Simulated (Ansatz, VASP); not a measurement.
**Ti5Si: VASP beside Ansatz**

```xyz
6
Lattice="2.5881 1.4632 4.4483 -2.5231 1.4504 4.4155 0.0215 -2.8797 4.4208" Properties=species:S:1:pos:R:3 pbc="T T T"
Ti   -0.0530    0.0610    2.1292
Ti    0.5795    1.3611    4.5268
Ti   -1.6653   -0.2898    4.4039
Ti    0.0072    0.0070   11.1834
Ti    1.1087   -1.2331    4.4337
Si    0.0843    0.0865    6.6302
```

Change from the starting cell: kmesh displaced: [1, 1, 1] Gamma-centred.

Alike in both runs: task single point; functional PBE; k mesh 1 × 1 × 1; occupations gaussian, width 0.1 eV; no spin polarisation.

```csv
,VASP,Ansatz
version,VASP 6.6.1,Ansatz 0.2.0
potentials or method,"VASP PAW PBE potentials, release 64 (Ti_sv, Si), cutoff 520 eV","scalar-relativistic, plane waves, PAW"
valence electrons in the cell,64,64
```

```tsv
	VASP	Ansatz	Ansatz less VASP
gap on the k mesh at the Fermi level (eV)	0.12	0.12	+0.001
least direct gap on the mesh (eV)	0.12	0.12	+0.001
pressure (GPa)	4.3	4.4	+0.08
traceless stress, the component that is largest in VASP (GPa)	3.50	3.49	-0.011
rms of the force components (eV/Å)	1.040	1.043	+0.0029
```

Atom by atom the forces differ by 0.005 eV/Å (rms over components).

The k mesh is coarse, so the values compare programs but aren't converged.
